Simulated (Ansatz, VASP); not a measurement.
## HfN: VASP beside Ansatz

POSCAR

```
HfN
1.0
    0.0000000000      2.0895750000      2.0895750000
    2.2590000000     -0.1694250000      2.2590000000
    2.2590000000      2.2590000000     -0.1694250000
Hf N
1 1
Direct
    0.0000000000      0.0000000000      0.0000000000
    0.5000000000      0.5000000000      0.5000000000
```

INCAR.step1

```
PREC = Accurate ; ENCUT = 520
ISMEAR = 0 ; SIGMA = 0.15
LREAL = F ; LASPH = T
NELM = 100 ; NBANDS = 14
GGA = PE ; ALGO = Normal
EDIFF = 1E-4 ; LWAVE = T
LCHARG = F
```

The input INCAR.step2:

```
PREC = Accurate ; ENCUT = 520
EDIFF = 1E-6 ; ISMEAR = 0
SIGMA = 0.15 ; LREAL = F
LASPH = T ; NELM = 100
ALGO = Normal ; ISIF = 2
LWAVE = F ; LCHARG = T
METAGGA = R2SCAN ; LMIXTAU = T
LELF = T ; LVHAR = T
NBANDS = 14 ; ISTART = 1
```

The input KPOINTS:

```
regular mesh
0
Gamma
  18 18 18
```

Input for Ansatz:

```yaml
crystal:
  lattice:
    - [0.0, 2.089575, 2.089575]
    - [2.259, -0.169425, 2.259]
    - [2.259, 2.259, -0.169425]
  atoms:
    - { symbol: Hf, position: [0.0, 0.0, 0.0] }
    - { symbol: "N", position: [0.5, 0.5, 0.5] }
basis:
  ecutwfc: 500
kpoints:
  mp_grid: { grid: [18, 18, 18] }
hamiltonian:
  xc: r2scan
scf:
  occupations: { method: gaussian, width: 0.15 }
output:
  forces: true
  stress: true
  eigenvalues: true
```

Change from the starting cell: strain -0.1500 x Voigt [0, 0, 0, 1, 0, 0], atoms carried along.

Alike in both runs: task single point; functional r2SCAN; k mesh 18 × 18 × 18; occupations gaussian, width 0.15 eV; no spin polarisation.

|  | VASP | Ansatz |
| --- | --- | --- |
| version | VASP 6.6.1 | Ansatz 0.2.0 |
| potentials or method | VASP PAW PBE potentials, release 64 (Hf_pv, N), cutoff 520 eV | scalar-relativistic, plane waves, PAW |
| valence electrons in the cell | 15 | 31 |

VASP gave:

| Property | Result |
| --- | --- |
| gap on the k mesh at the Fermi level (eV) | none |
| pressure (GPa) | 0.9 |
| traceless stress, the component that is largest in VASP (GPa) | 21.83 |

Estimate Ansatz's values.

gap on the k mesh at the Fermi level (eV): none; pressure (GPa): 3.5; traceless stress, the component that is largest in VASP (GPa): 21.48.

VASP's potentials were made for PBE, not for r2SCAN. A gap of «none» marks a metal or a gap that the smearing closes. VASP's potentials hold 15 valence electrons a cell and Ansatz's 31, so a difference there can come from the potentials and not from the codes.

Neither program's run includes spin-orbit coupling.
